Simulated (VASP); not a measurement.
Runs of VASP 6.6.1 on Li. The structure is that of space group P6_3/mmc (No. 194), or close to it. The cells are those of the table. 

| task | cell | k mesh | cutoff (eV) | gap on the mesh (eV) | pressure (GPa) | relaxed volume (Å³/atom) |
| --- | --- | --- | --- | --- | --- | --- |
| relaxation of cell and atoms | relaxed from a = 2.950, b = 2.950, c = 9.688 Å, angles 90.0, 90.0, 120.0°, 4 atoms | 18 × 18 × 6 | 600 | none | 0.0 | (a) |
| single point | a = 2.950, b = 2.950, c = 9.688 Å, angles 90.0, 90.0, 120.0°, 4 atoms | 18 × 18 × 6 | 520 | none | - | - |
| single point | a = 2.950, b = 2.950, c = 9.688 Å, angles 90.0, 90.0, 120.0°, 4 atoms | 15 × 15 × 4 | 520 | none | - | - |
| relaxation of cell and atoms | relaxed from a = 3.034, b = 3.034, c = 10.216 Å, angles 90.0, 90.0, 120.0°, 4 atoms | 15 × 15 × 4 | 600 | none | 0.0 | 18.02 |

Alike in all rows: level PBE+D3(BJ); potentials or basis VASP PAW PBE potentials, release 64 (Li_sv); no spin polarisation; smearing gaussian 0.1 eV.

Estimate the missing entries.

(a) 18.11.

Caveats: the cutoff is under 1.25 times the usual one of these potentials, so pressure, stress and relaxed cells hold a basis-set (Pulay) error; pairwise dispersion overbinds metals, which lowers pressure and volume.

A gap of «none» marks levels without a gap at the run's occupations.
